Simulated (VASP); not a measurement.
A run of VASP 6.6.1:

The input INCAR:

```
SYSTEM = SnTe3
PREC = Accurate
ENCUT = 520
EDIFF = 1E-6
ISMEAR = -1
SIGMA = 0.05
LREAL = .FALSE.
LASPH = .TRUE.
NELM = 80
ALGO = Normal
ISIF = 2
LWAVE = .FALSE.
LCHARG = .TRUE.
GGA = PE
LELF = .TRUE.
LVHAR = .TRUE.
NBANDS = 24
```

KPOINTS

```
Automatic mesh
0
G
  6 6 6
  0 0 0
```

File POSCAR:

```
SnTe3
1.0
    0.0000000000      3.9120303401      3.9120303401
    3.9120303401      0.0000000000      3.9120303401
    3.9120303401      3.9120303401      0.0000000000
Te Sn
3 1
Direct
    0.5000000000      0.5000000000      0.5000000000
    0.7500000000      0.7500000000      0.7500000000
    0.2500000000      0.2500000000      0.2500000000
    0.0000000000      0.0000000000      0.0000000000
```

Potentials or basis: VASP PAW PBE potentials, release 64 (Te, Sn_d).

Launch:

```sh
$ cat potpaw_PBE.64/Te/POTCAR potpaw_PBE.64/Sn_d/POTCAR > POTCAR
$ mpirun -np 1 vasp_std > vasp.out
```

Hardware: 1 thread of Intel(R) Xeon(R) 6975P-C (Granite Rapids), on a shared host.

Task: Estimate the wall time of this run.

Result: Wall time 29 s on 1 thread of Intel(R) Xeon(R) 6975P-C (Granite Rapids), on a shared host, peak memory 0.26 GiB. Counts: scf iterations 13, k points 16.
